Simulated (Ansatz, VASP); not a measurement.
**SnO in VASP and in Ansatz**

INCAR

```
SYSTEM = SnO
PREC = Accurate ; ENCUT = 520
EDIFF = 1E-6 ; ISMEAR = 0
SIGMA = 0.15 ; LREAL = .False.
LASPH = .True. ; NELM = 80
ALGO = Normal ; ISIF = 2
LWAVE = .False. ; LCHARG = .False.
GGA = PS ; NBANDS = 28
```

File KPOINTS:

```
regular mesh
0
Gamma
  12 12 10
  0 0 0
```

The input POSCAR:

```
SnO
1.0
    3.7203352195      0.0000000000      0.0000000000
    0.0000000000      3.7203352195      0.0000000000
    0.0000000000      0.0000000000      4.3713938829
Sn O
2 2
Direct
    0.0000000000      0.5000000000      0.2425296443
    0.5000000000      0.0000000000      0.7574703557
    0.0000000000      0.0000000000      0.0000000000
    0.5000000000      0.5000000000      0.0000000000
```

Input for Ansatz:

```yaml
crystal:
  lattice:
    - [3.7203352195, 0.0, 0.0]
    - [0.0, 3.7203352195, 0.0]
    - [0.0, 0.0, 4.3713938829]
  atoms:
    - { symbol: Sn, position: [0.0, 0.5, 0.2425296443] }
    - { symbol: Sn, position: [0.5, 0.0, 0.7574703557] }
    - { symbol: O, position: [0.0, 0.0, 0.0] }
    - { symbol: O, position: [0.5, 0.5, 0.0] }
basis:
  ecutwfc: 520.0
kpoints:
  mp_grid: { grid: [12, 12, 10] }
hamiltonian:
  xc: pbesol
scf:
  occupations: { method: gaussian, width: 0.15 }
output:
  forces: true
  stress: true
  eigenvalues: true
```

Alike in both runs: task single point; functional PBEsol; k mesh 12 × 12 × 10; occupations gaussian, width 0.15 eV; no spin polarisation.

|  | VASP | Ansatz |
| --- | --- | --- |
| version | VASP 6.6.1 | Ansatz 0.2.0 |
| potentials or method | VASP PAW PBE potentials, release 64 (Sn_d, O), cutoff 520 eV | scalar-relativistic, plane waves, PAW |
| valence electrons in the cell | 40 | 40 |

VASP gave:

| Quantity | Value |
| --- | --- |
| gap on the k mesh at the Fermi level (eV) | none |
| pressure (GPa) | 15.4 |
| traceless stress, the component that is largest in VASP (GPa) | 0.31 |
| rms of the force components (eV/Å) | 0.918 |

Which values does Ansatz return?

gap on the k mesh at the Fermi level (eV): none; pressure (GPa): 14.9; traceless stress, the component that is largest in VASP (GPa): 0.37; rms of the force components (eV/Å): 0.870.

VASP's potentials were made for PBE, not for PBEsol. Atom by atom the forces differ by 0.048 eV/Å (rms over components). A gap of «none» marks a metal or a gap that the smearing closes.
